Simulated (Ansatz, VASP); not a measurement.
**Mg2Si3N in VASP and in Ansatz**

```
Mg Si N
1.0
     3.81688    0.00000    0.00000
    -1.90844    3.30552    0.00000
     0.00000    0.00000    8.50551
Mg Si N
2 3 1
Direct
  0.66667 0.33333 0.75227
  0.66667 0.33333 0.24773
  0.00000 0.00000 0.00000
  0.33333 0.66667 0.50000
  0.33333 0.66667 0.00000
  0.00000 0.00000 0.50000
```

Change from the starting cell: species swapped into the Sr2AlGa3 type (P-6m2, No. 187).

Alike in both runs: task single point; functional PBE; k mesh 6 × 6 × 2; occupations gaussian, width 0.1 eV; no spin polarisation.

|  | VASP | Ansatz |
| --- | --- | --- |
| version | VASP 6.6.1 | Ansatz 0.2.0 |
| potentials or method | VASP PAW PBE potentials, release 64 (Mg, Si, N), cutoff 520 eV | scalar-relativistic, plane waves, PAW |
| valence electrons in the cell | 21 | 37 |

|  | VASP | Ansatz | Ansatz less VASP |
| --- | --- | --- | --- |
| gap on the k mesh at the Fermi level (eV) | none | none | - |
| pressure (GPa) | -3.1 | -3.0 | +0.15 |
| traceless stress, the component that is largest in VASP (GPa) | -1.97 | -2.00 | -0.030 |
| rms of the force components (eV/Å) | 0.245 | 0.246 | +0.0011 |

Atom by atom the forces differ by 0.001 eV/Å (rms over components). A gap of «none» marks a metal or a gap that the smearing closes. VASP's potentials hold 21 valence electrons a cell and Ansatz's 37, so a difference there can come from the potentials and not from the codes.

The k mesh is coarse, so the values compare programs but aren't converged.
